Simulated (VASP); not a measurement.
# SnO2 (P4_2/mnm) in VASP: a series of runs, part 2 of 2

VASP 6.6.1. Earlier steps stand in the parts before.

**3. Relaxation of cell and atoms, PBE, target pressure 4 GPa, at which the enthalpy is minimised**

This run uses another cell than the first one: it holds 6 atoms, not 12.

The input, INCAR:

```
SYSTEM = SnO2
PREC = Accurate
ENCUT = 600
EDIFF = 1E-6
ISMEAR = 0
SIGMA = 0.02
LREAL = .FALSE.
LASPH = .TRUE.
NELM = 80
ALGO = Normal
ISIF = 3
LWAVE = .FALSE.
LCHARG = .FALSE.
GGA = PE
IBRION = 2
NSW = 70
EDIFFG = -0.008
PSTRESS = 40.0
```

The input, KPOINTS:

```
regular mesh
0
G
  6 6 8
  0 0 0
```

The input, POSCAR:

```
SnO2
1.0
    4.7895138610      0.0000000000      0.0000000000
    0.0000000000      4.7895138610      0.0000000000
    0.0000000000      0.0000000000      3.2163487170
Sn O
2 4
Direct
    0.5000000000      0.5000000000      0.5000000000
    0.0000000000      0.0000000000      0.0000000000
    0.1935318586      0.8064681414      0.5000000000
    0.8064681414      0.1935318586      0.5000000000
    0.3064681414      0.3064681414      0.0000000000
    0.6935318586      0.6935318586      0.0000000000
```

Potentials or basis: VASP PAW PBE potentials, release 64 (Sn_d, O).

Run with:

```sh
cat potpaw_PBE.64/Sn_d/POTCAR potpaw_PBE.64/O/POTCAR > POTCAR
mpirun -np 1 vasp_std > vasp.out
```

OUTCAR:

```text
SYSTEM = SnO2
   PREC = Accurate
   ENCUT = 600
   EDIFF = 1E-6
   ISMEAR = 0
   LREAL = .FALSE.
   LASPH = .TRUE.
   NELM = 80
   ISIF = 3
   GGA = PE
   IBRION = 2
   NSW = 70
   EDIFFG = -0.008
   PSTRESS = 40.0

 ion  position               nearest neighbor table
   1  0.500  0.500  0.500-   5 2.07   6 2.07   5 2.07   6 2.07   3 2.08   4 2.08   2 3.75   2 3.75
                             2 3.75   2 3.75   2 3.75   2 3.75   2 3.75   2 3.75
   2  0.000  0.000  0.000-   3 2.07   4 2.07   3 2.07   4 2.07   5 2.08   6 2.08   1 3.75   1 3.75
                             1 3.75   1 3.75   1 3.75   1 3.75   1 3.75   1 3.75
   3  0.194  0.806  0.500-   2 2.07   2 2.07   1 2.08
   4  0.806  0.194  0.500-   2 2.07   2 2.07   1 2.08
   5  0.306  0.306  0.000-   1 2.07   1 2.07   2 2.08
   6  0.694  0.694  0.000-   1 2.07   1 2.07   2 2.08

  LATTYP: Found a simple tetragonal cell.
 ALAT       =     4.7895138610
 C/A-ratio  =     0.6715397033

  Lattice vectors:

 A1 = (   4.7895138610,   0.0000000000,   0.0000000000)
 A2 = (   0.0000000000,   4.7895138610,   0.0000000000)
 A3 = (   0.0000000000,   0.0000000000,   3.2163487170)

Analysis of symmetry for initial positions (statically):
=====================================================================
 Subroutine PRICEL returns:
 Original cell was already a primitive cell.

 Routine SETGRP: Setting up the symmetry group for a
 simple tetragonal supercell.

 Subroutine GETGRP returns: Found 16 space group operations
 (whereof  8 operations were pure point group operations)
 out of a pool of 16 trial point group operations.

The static configuration has the point symmetry D_2h.
 The point group associated with its full space group is D_4h.

Analysis of symmetry for dynamics (positions and initial velocities):
=====================================================================
 Subroutine PRICEL returns:
 Original cell was already a primitive cell.

 Routine SETGRP: Setting up the symmetry group for a
 simple tetragonal supercell.

 Subroutine GETGRP returns: Found 16 space group operations
 (whereof  8 operations were pure point group operations)
 out of a pool of 16 trial point group operations.

The dynamic configuration has the point symmetry D_2h.
 The point group associated with its full space group is D_4h.

 Subroutine INISYM returns: Found 16 space group operations
 (whereof  8 operations are pure point group operations),
 and found     1 'primitive' translations

----------------------------------------------------------------------------------------

                                     Primitive cell

  volume of cell :      73.7812

  direct lattice vectors                    reciprocal lattice vectors
     4.789513861  0.000000000  0.000000000     0.208789457  0.000000000  0.000000000
     0.000000000  4.789513861  0.000000000     0.000000000  0.208789457  0.000000000
     0.000000000  0.000000000  3.216348717     0.000000000  0.000000000  0.310911561

  length of vectors
     4.789513861  4.789513861  3.216348717     0.208789457  0.208789457  0.310911561

  position of ions in fractional coordinates (direct lattice)
     0.500000000  0.500000000  0.500000000
     0.000000000  0.000000000  0.000000000
     0.193531859  0.806468141  0.500000000
     0.806468141  0.193531859  0.500000000
     0.306468141  0.306468141  0.000000000
[... 62 lines left out ...]
  0.500000  0.000000  0.250000      4.000000
 [... further k-points ...]
   k-points           NKPTS =     50   k-points in BZ     NKDIM =     50   number of bands    NBANDS=     31
   number of dos      NEDOS =    301   number of ions     NIONS =      6
   total plane-waves  NPLWV =  44800
   dimension x,y,z NGX =    40 NGY =   40 NGZ =   28
   dimension x,y,z NGXF=    80 NGYF=   80 NGZF=   56
   ions per type =               2   4
   NGX,Y,Z   is equivalent  to a cutoff of  13.88, 13.88, 14.47 a.u.
   NGXF,Y,Z  is equivalent  to a cutoff of  27.77, 27.77, 28.95 a.u.
 SYSTEM =  SnO2
   PREC   = accura    normal or accurate (medium, high low for compatibility)
   ISTART =      0    job   : 0-new  1-cont  2-samecut
   ICHARG =      2    charge: 1-file 2-atom 10-const
   ISPIN  =      1    spin polarized calculation?
   LNONCOLLINEAR =      F non collinear calculations
   LSORBIT =      F    spin-orbit coupling
   LASPH  =      T    aspherical Exc in radial PAW
   ENCUT  =  600.0 eV  44.10 Ry    6.64 a.u.   9.57  9.57  6.42*2*pi/ulx,y,z
   NELM   =     80;   NELMIN=  2; NELMDL= -5     # of ELM steps
   EDIFF  = 0.1E-05   stopping-criterion for ELM
   LREAL  =      F    real-space projection
   EDIFFG = -.8E-02   stopping-criterion for IOM
   NSW    =     70    number of steps for IOM
   IBRION =      2    ionic relax: 0-MD 1-quasi-New 2-CG
   NFREE  =      1    steps in history (QN), initial steepest desc. (CG)
   ISIF   =      3    stress and relaxation
   ISYM   =      2    0-nonsym 1-usesym 2-fastsym
   POTIM  = 0.5000    time-step for ionic-motion
   TEBEG  =    0.0;   TEEND  =   0.0 temperature during run
   PSTRESS=   40.0 pullay stress
   NELECT =      52.0000    total number of electrons
   NUPDOWN=      -1.0000    fix difference up-down
   EMIN   =  10.00;   EMAX   =-10.00  energy-range for DOS
   EFERMI =   0.00;   METHOD = LEGACY
   ISMEAR =     0;   SIGMA  =   0.02  broadening in eV -4-tet -1-fermi 0-gaus
   EFERMI_NEDOS =   21; number of points for ismear=-14 and -15
   IALGO  =     38    algorithm
   IMIX   =      4    mixing-type and parameters
     AMIX     =   0.40;   BMIX     =  1.00
     AMIX_MAG =   1.60;   BMIX_MAG =  1.00
  volume/ion in A,a.u.               =      12.30        82.98
  Fermi-wavevector in a.u.,A,eV,Ry     =   1.456892  2.753126 28.878822  2.122534
  Thomas-Fermi vector in A             =   2.573757
   LORBIT       =      0    0 simple, 1 ext, 2 COOP (PROOUT), +10 PAW based schemes
   GGA     = PE    functional components
   LHFCALC =     F    Hartree Fock is set to
   AEXX    =    0.0000 exact exchange contribution
   IVDW    =     0    specifies the selected vdW correction
   LEPSILON=     F    determine dielectric tensor
   LRPA    =     F    only Hartree local field effects (RPA)
 conjugate gradient relaxation of ions
 non-spin polarized calculation
 Gauss-broadening in eV      SIGMA  =   0.02
  energy-cutoff  :      600.00
  volume of cell :       73.78
 maximum number of plane-waves:      2489
 NGX is ok and might be reduce to    40

--------------------------------------- Ionic step        1  -------------------------------------------

 number of electron      52.0000007 magnetization

 Free energy of the ion-electron system (eV)
  ---------------------------------------------------
  ext. energy  EPLUGINS =         0.00000000
  ---------------------------------------------------
  free energy    TOTEN  =       -37.29024659 eV

  energy without entropy =      -37.29024659  energy(sigma->0) =      -37.29024659

------------------------ aborting loop because EDIFF is reached ----------------------------------------

  FORCE on cell =-STRESS in cart. coord.  units (eV):
  Direction    XX          YY          ZZ          XY          YZ          ZX
  --------------------------------------------------------------------------------------
  -------------------------------------------------------------------------------------
  Total        1.9717874      1.9717874      2.5835333      0.0000000      0.0000000      0.0000000
  in kB       42.8178311     42.8178311     56.1020393      0.0000000      0.0000000      0.0000000
  external PRESSURE =       7.2459005 kB  Pullay stress =      40.0000000 kB
[... 239 lines left out ...]
--------------------------------------- Ionic step        7  -------------------------------------------

 number of electron      52.0000004 magnetization

 Free energy of the ion-electron system (eV)
  ---------------------------------------------------
  ext. energy  EPLUGINS =         0.00000000
  ---------------------------------------------------
  free energy    TOTEN  =       -37.29684960 eV

  energy without entropy =      -37.29684960  energy(sigma->0) =      -37.29684960

 E-fermi :   5.8470     XC(G=0): -11.0836

 val. band max:        5.7581481900   @ k =   0.0000   0.0000   0.0000
 cond. band min:       6.6142332268   @ k =   0.0000   0.0000   0.0000
 fundamental gap:      0.8560850368
 Fermi energy:         5.8469568381

 k-point     1 :       0.0000    0.0000    0.0000
  band No.  band energies     occupation
      1     -15.3010      2.00000
      2     -14.5783      2.00000
      3     -14.3773      2.00000
      4     -14.3497      2.00000
      5     -14.3497      2.00000
      6     -14.2893      2.00000
[... 805 lines left out ...]
     30      14.2738      0.00000
     31      14.9850      0.00000

 [... further k-points ...]

------------------------ aborting loop because EDIFF is reached ----------------------------------------

  FORCE on cell =-STRESS in cart. coord.  units (eV):
  Direction    XX          YY          ZZ          XY          YZ          ZX
  --------------------------------------------------------------------------------------
  -------------------------------------------------------------------------------------
  Total        1.8029544      1.8029544      1.8261050     -0.0000000      0.0000000      0.0000000
  in kB       39.0493484     39.0493484     39.5507575     -0.0000000      0.0000000      0.0000000
  external PRESSURE =      -0.7835152 kB  Pullay stress =      40.0000000 kB
[... 25 lines left out ...]
  energy  without entropy=      -37.2968496035  energy(sigma->0) =      -37.29684960

  enthalpy is  TOTEN    =       -35.4500025127 eV   P V=        1.8468470909

 reached required accuracy - stopping structural energy minimisation
```

Run time: 3 min. Hardware: 1 thread of Intel Xeon 6975P-C (Granite Rapids), shared host; peak memory 0.27 GiB.

Results:

```
Free energy                                                : -37.2968 eV
Relaxed volume                                             : 12.33 Å³/atom
Relaxed cell                                               : a = 4.786 Å, b = 4.786 Å, c = 3.230 Å, α = 90.00°, β = 90.00°, γ = 90.00°
Space group after relaxing (to 0.1 Å)                      : P4_2/mnm (No. 136)
Energy change on relaxing (the run minimises the enthalpy) : -1.1 meV/atom
Ionic steps                                                : 7
Pressure after relaxing                                    : 3.9 GPa
Band gap on the k mesh                                     : 0.86 eV
```

Step by step:
```csv
step,energy change (eV),largest force (eV/Å),pressure (GPa),volume (Å³)
1,0.0000,0.0783,4.72,73.78
2,-0.0149,0.0457,2.84,74.38
3,-0.0089,0.0147,3.75,74.08
4,-0.0060,0.0081,4.00,73.95
5,-0.0058,0.0088,4.03,73.94
6,-0.0058,0.0095,4.04,73.94
7,-0.0066,0.0013,3.92,73.97
```

Final structure:
```xyz
6
Lattice="4.7860 0.0000 0.0000 0.0000 4.7860 0.0000 0.0000 0.0000 3.2295" Properties=species:S:1:pos:R:3 pbc="T T T"
Sn    2.3930    2.3930    1.6148
Sn    4.7860    4.7860    0.0000
O     0.9280    3.8580    1.6148
O     3.8580    0.9280    1.6148
O     1.4650    1.4650    0.0000
O     3.3210    3.3210    3.2295
```

Levels at points of the mesh, in eV from the valence-band top:
| k point | band 24 | band 25 | band 26 | band 27 | band 28 | band 29 |
| --- | --- | --- | --- | --- | --- | --- |
| (0.00, 0.00, 0.00) | -0.75 | -0.75 | 0.00 | 0.86 | 5.84 | 6.13 |
| (0.50, 0.00, 0.00) | -1.21 | -0.61 | -0.61 | 4.08 | 4.08 | 6.88 |
| (0.50, 0.50, 0.00) | -1.34 | -0.86 | -0.86 | 4.47 | 4.47 | 7.27 |
| (0.00, 0.00, 0.50) | -1.58 | -1.21 | -1.21 | 5.79 | 5.79 | 9.52 |
| (0.50, 0.00, 0.50) | -1.05 | -0.73 | -0.73 | 6.07 | 6.07 | 7.80 |
| (0.50, 0.50, 0.50) | -0.93 | -0.79 | -0.79 | 4.52 | 4.52 | 8.74 |

Caveat: the cell is relaxed towards a set pressure, so the run minimises the enthalpy, not the energy; spin-orbit coupling is left out, which moves the levels of the heavy elements.
